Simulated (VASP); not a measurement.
# Ta (Fm-3m) in VASP: a series of runs

The runs below take Ta through single point, with PBE.

Everything below comes from runs of VASP 6.6.1. Logs are shortened: lines on timing, memory, paths and dates and some standing lists are left out, and cuts for length are marked.

### 1 The cell of the first run

Symmetry: Fm-3m, No. 225, cubic system. Conventional cell: a = 3.954 Å, b = 3.954 Å, c = 3.954 Å, α = 90.00°, β = 90.00°, γ = 90.00°. Within 3.7 Å of Ta (site symmetry m-3m) lie 12 Ta at 2.80 Å.

### 2 Single point, PBE

File INCAR:

```
PREC = Accurate
ENCUT = 520
EDIFF = 1E-6
ISMEAR = -1
SIGMA = 0.08
LREAL = F
LASPH = T
NELM = 100
ALGO = Normal
ISIF = 2
LWAVE = F
LCHARG = F
GGA = PE
NBANDS = 12
```

File KPOINTS:

```
regular mesh
0
Gamma
  17 17 17
```

File POSCAR:

```
Ta
1.0
    0.0000000000      1.9771339765      1.9771339765
    1.9771339765      0.0000000000      1.9771339765
    1.9771339765      1.9771339765      0.0000000000
Ta
1
Direct
    0.0000000000      0.0000000000      0.0000000000
```

Potentials or basis: VASP PAW PBE potentials, release 64 (Ta_pv).

The run is started by

```
$ cat potpaw_PBE.64/Ta_pv/POTCAR > POTCAR
$ mpirun -np 1 vasp_std > vasp.out
```

OUTCAR:

```text
PREC = Accurate
   ENCUT = 520
   EDIFF = 1E-6
   ISMEAR = -1
   LREAL = F
   LASPH = T
   NELM = 100
   ISIF = 2
   GGA = PE

 ion  position               nearest neighbor table
   1  0.000  0.000  0.000-

  LATTYP: Found a face centered cubic cell.
 ALAT       =     3.9542679530

  Lattice vectors:

 A1 = (   0.0000000000,   1.9771339765,   1.9771339765)
 A2 = (   1.9771339765,   0.0000000000,   1.9771339765)
 A3 = (   1.9771339765,   1.9771339765,   0.0000000000)

Analysis of symmetry for initial positions (statically):
=====================================================================
 Subroutine PRICEL returns:
 Original cell was already a primitive cell.

 Routine SETGRP: Setting up the symmetry group for a
 face centered cubic supercell.

 Subroutine GETGRP returns: Found 48 space group operations
[... 9 lines left out ...]

 Routine SETGRP: Setting up the symmetry group for a
 face centered cubic supercell.

 Subroutine GETGRP returns: Found 48 space group operations
[... 11 lines left out ...]
                                     Primitive cell

  volume of cell :      15.4575

  direct lattice vectors                    reciprocal lattice vectors
     0.000000000  1.977133977  1.977133977    -0.252891309  0.252891309  0.252891309
     1.977133977  0.000000000  1.977133977     0.252891309 -0.252891309  0.252891309
     1.977133977  1.977133977  0.000000000     0.252891309  0.252891309 -0.252891309

  length of vectors
     2.796089684  2.796089684  2.796089684     0.438020597  0.438020597  0.438020597

  position of ions in fractional coordinates (direct lattice)
     0.000000000  0.000000000  0.000000000

  ion indices of the primitive-cell ions
   primitive index   ion index
                 1           1

----------------------------------------------------------------------------------------

 KPOINTS: regular mesh

Automatic generation of k-mesh.
 Grid dimensions read from file:
 generate k-points for:   17   17   17

 Generating k-lattice:

  Cartesian coordinates                     Fractional coordinates (reciprocal lattice)
    -0.014875959  0.014875959  0.014875959     0.058823529  0.000000000  0.000000000
     0.014875959 -0.014875959  0.014875959     0.000000000  0.058823529  0.000000000
     0.014875959  0.014875959 -0.014875959     0.000000000  0.000000000  0.058823529

  Length of vectors
     0.025765917  0.025765917  0.025765917

  Shift w.r.t. Gamma in fractional coordinates (k-lattice)
[... 50 lines left out ...]
   ENCUT  =  520.0 eV  38.22 Ry    6.18 a.u.   5.20  5.20  5.20*2*pi/ulx,y,z
   NELM   =    100;   NELMIN=  2; NELMDL= -5     # of ELM steps
   EDIFF  = 0.1E-05   stopping-criterion for ELM
   LREAL  =      F    real-space projection
   EDIFFG = 0.1E-04   stopping-criterion for IOM
   NSW    =      0    number of steps for IOM
   IBRION =     -1    ionic relax: 0-MD 1-quasi-New 2-CG
   NFREE  =      0    steps in history (QN), initial steepest desc. (CG)
   ISIF   =      2    stress and relaxation
   ISYM   =      2    0-nonsym 1-usesym 2-fastsym
   POTIM  = 0.5000    time-step for ionic-motion
   TEBEG  =    0.0;   TEEND  =   0.0 temperature during run
   PSTRESS=    0.0 pullay stress
   NELECT =      11.0000    total number of electrons
   NUPDOWN=      -1.0000    fix difference up-down
   EMIN   =  10.00;   EMAX   =-10.00  energy-range for DOS
   EFERMI =   0.00;   METHOD = LEGACY
   ISMEAR =    -1;   SIGMA  =   0.08  broadening in eV -4-tet -1-fermi 0-gaus
   EFERMI_NEDOS =   21; number of points for ismear=-14 and -15
   IALGO  =     38    algorithm
   IMIX   =      4    mixing-type and parameters
     AMIX     =   0.40;   BMIX     =  1.00
     AMIX_MAG =   1.60;   BMIX_MAG =  1.00
  volume/ion in A,a.u.               =      15.46       104.31
  Fermi-wavevector in a.u.,A,eV,Ry     =   1.461592  2.762009 29.065480  2.136253
  Thomas-Fermi vector in A             =   2.577906
   LORBIT       =      0    0 simple, 1 ext, 2 COOP (PROOUT), +10 PAW based schemes
   GGA     = PE    functional components
   LHFCALC =     F    Hartree Fock is set to
   AEXX    =    0.0000 exact exchange contribution
   IVDW    =     0    specifies the selected vdW correction
   LEPSILON=     F    determine dielectric tensor
   LRPA    =     F    only Hartree local field effects (RPA)
 non-spin polarized calculation
  energy-cutoff  :      520.00
  volume of cell :       15.46
 maximum number of plane-waves:       431
 NGX is ok and might be reduce to    24
   NGX = 11   NGY = 11   NGZ = 11

 number of electron      10.9999999 magnetization

 Free energy of the ion-electron system (eV)
  ---------------------------------------------------
  ext. energy  EPLUGINS =         0.00000000
  ---------------------------------------------------
  free energy    TOTEN  =       -11.09364995 eV

  energy without entropy =      -11.07138508  energy(sigma->0) =      -11.08251752

 E-fermi :   7.2804     XC(G=0): -13.4231

 val. band max:        7.2665095842   @ k =  -0.4118   0.2353   0.1176
 cond. band min:       7.2952302774   @ k =  -0.3529   0.1176   0.0000
 fundamental gap:      0.0287206932
 Fermi energy:         7.2804092175

 k-point     1 :       0.0000    0.0000    0.0000
  band No.  band energies     occupation
      1     -25.6480      2.00000
      2     -25.6480      2.00000
      3     -25.6480      2.00000
      4      -1.6653      2.00000
      5       7.5641      0.05602
      6       7.5641      0.05602
      7       7.5641      0.05602
      8      11.4545      0.00000
      9      11.4545      0.00000
     10      20.2632      0.00000
     11      21.9879      0.00000
     12      26.1164      0.00000
[... 331 lines left out ...]
 k-point    24 :      -0.1176    0.0588    0.0000
  band No.  band energies     occupation
      1     -26.0464      2.00000
      2     -25.7460      2.00000
      3     -25.6779      2.00000
      4      -0.5990      2.00000
      5       6.7306      1.99793
      6       8.0257      0.00018
      7       8.0344      0.00016
      8      10.6191      0.00000
      9      11.4543      0.00000
     10      21.9854      0.00000
     11      22.2389      0.00000
     12      23.6507      0.00000

 [... further k-points ...]
[... 5 lines left out ...]
  --------------------------------------------------------------------------------------
  -------------------------------------------------------------------------------------
  Total        5.2572426      5.2572426      5.2572426      0.0000000     -0.0000000      0.0000000
  in kB      544.9169322    544.9169322    544.9169322      0.0000000     -0.0000000      0.0000000
  external PRESSURE =     544.9169322 kB  Pullay stress =       0.0000000 kB

 VOLUME and BASIS-vectors are now :
 -----------------------------------------------------------------------------
  energy-cutoff  :      520.00
  volume of cell :       15.46
      direct lattice vectors                 reciprocal lattice vectors
     0.000000000  1.977133977  1.977133977    -0.252891309  0.252891309  0.252891309
     1.977133977  0.000000000  1.977133977     0.252891309 -0.252891309  0.252891309
     1.977133977  1.977133977  0.000000000     0.252891309  0.252891309 -0.252891309

 POSITION                                       TOTAL-FORCE (eV/Angst)
 -----------------------------------------------------------------------------------
      0.00000      0.00000      0.00000         0.000000     -0.000000      0.000000
 -----------------------------------------------------------------------------------
    total drift:                               -0.000000      0.000000      0.000000

  FREE ENERGIE OF THE ION-ELECTRON SYSTEM (eV)
  ---------------------------------------------------
  free  energy   TOTEN  =       -11.0936499542 eV

  energy  without entropy=      -11.0713850758  energy(sigma->0) =      -11.08251752
```

OSZICAR:

```text
N       E                     dE             d eps       ncg     rms          rms(c)
DAV:   1     0.618208068301E+02    0.61821E+02   -0.61279E+03  3968   0.899E+02
DAV:   2    -0.104669307380E+02   -0.72288E+02   -0.70284E+02  4408   0.249E+02
DAV:   3    -0.114659709912E+02   -0.99904E+00   -0.99024E+00  4688   0.277E+01
DAV:   4    -0.114681777994E+02   -0.22068E-02   -0.22067E-02  4320   0.145E+00
DAV:   5    -0.114681832091E+02   -0.54097E-05   -0.54103E-05  4616   0.687E-02    0.173E+01
DAV:   6    -0.111960291884E+02    0.27215E+00   -0.19533E-01  4468   0.485E+00    0.904E+00
DAV:   7    -0.110951518177E+02    0.10088E+00   -0.20012E-01  4552   0.473E+00    0.383E-01
DAV:   8    -0.110936539274E+02    0.14979E-02   -0.30619E-03  4152   0.626E-01    0.103E-01
DAV:   9    -0.110936544178E+02   -0.49045E-06   -0.33659E-05  4640   0.709E-02    0.307E-02
DAV:  10    -0.110936500167E+02    0.44012E-05   -0.24986E-06  4248   0.179E-02    0.188E-03
DAV:  11    -0.110936499542E+02    0.62460E-07   -0.49009E-08  2120   0.255E-03
   1 F= -.11093650E+02 E0= -.11082518E+02  d E =-.222649E-01
```

Wall time 14 s (1 thread of Intel Xeon Platinum 8375C at 2.90GHz (Ice Lake), shared host); peak memory 0.16 GiB.

What came out:

```yaml
Free_energy: -11.0936 eV
Pressure: 54.5 GPa
```

Caveat: spin-orbit coupling is left out, which moves the levels of the heavy elements.

### 3 Single point, PBE

File INCAR:

```
  PREC = Accurate
  ENCUT = 520
  EDIFF = 1E-7
  ISMEAR = -1
  SIGMA = 0.08
  LREAL = F
  LASPH = T
  NELM = 80
  ALGO = Normal
  ISIF = 2
  LWAVE = F
  LCHARG = F
  GGA = PE
  NBANDS = 12
```

KPOINTS is that of step 2.

File POSCAR:

```
Ta
1.0
    0.0000000000      1.9761717799      1.9761717799
    1.9761717799      0.0000000000      1.9761717799
    1.9761717799      1.9761717799      0.0000000000
Ta
1
Direct
    0.0000000000      0.0000000000      0.0000000000
```

Potentials or basis: VASP PAW PBE potentials, release 64 (Ta_pv).

The run is started by

```
$ cat potpaw_PBE.64/Ta_pv/POTCAR > POTCAR
$ mpirun -np 1 vasp_std > vasp.out
```

Run time: 14 s. Hardware: 1 thread of Intel Xeon Platinum 8375C at 2.90GHz (Ice Lake), shared host; peak memory 0.16 GiB.

The run converged. Its results:

| Quantity | Value |
| --- | --- |
| Free energy | -11.0859 eV |
| Pressure | 55.0 GPa |

Levels at points of the mesh, in eV from the Fermi level:
```tsv
k point	band 3	band 4	band 5	band 6	band 7	band 8
(0.00, 0.00, 0.00)	-32.92	-8.95	0.28	0.28	0.28	4.18
```

Caveat: spin-orbit coupling is left out, which moves the levels of the heavy elements.
